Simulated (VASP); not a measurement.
Input of a VASP 6.6.1 run:

File INCAR:

```
SYSTEM = LiF
ALGO = Normal
EDIFF = 1E-6
ENCUT = 520
GGA = PE
ISIF = 2
ISMEAR = 0
LASPH = .True.
LCHARG = .False.
LREAL = .False.
LWAVE = .False.
NBANDS = 18
NELM = 60
PREC = Accurate
SIGMA = 0.05
```

KPOINTS

```
k-points
0
Gamma
  9 9 6
  0 0 0
```

File POSCAR:

```
LiF
1.0
    3.1775711328      0.0000000000      0.0000000000
   -1.5887855664      2.7518573233      0.0000000000
    0.0000000000      0.0000000000      4.7437959441
Li F
2 2
Direct
    0.3333333333      0.6666666667      0.3300704633
    0.6666666667      0.3333333333      0.8300704633
    0.3333333333      0.6666666667      0.9939266766
    0.6666666667      0.3333333333      0.4939266766
```

Potentials or basis: VASP PAW PBE potentials, release 64 (Li_sv, F).

The run is started by

```console
$ cat potpaw_PBE.64/Li_sv/POTCAR potpaw_PBE.64/F/POTCAR > POTCAR
$ mpirun -np 1 vasp_std > vasp.out
```

Task: Estimate the band gap on the k mesh.

Result: 7.57 eV, direct.

Task: What does it give for the largest force?

Result: 2.191 eV/Å.

Forces in eV/Å, atoms in the order of the input:
```
Li   0.000  0.000  2.191
Li   0.000  0.000  2.191
F    0.000  0.000 -2.191
F    0.000  0.000 -2.191
```

Caveat: forces of over 1 eV/Å act on the atoms, so gaps and moduli don't describe the material at rest. A k mesh can miss the band edges.
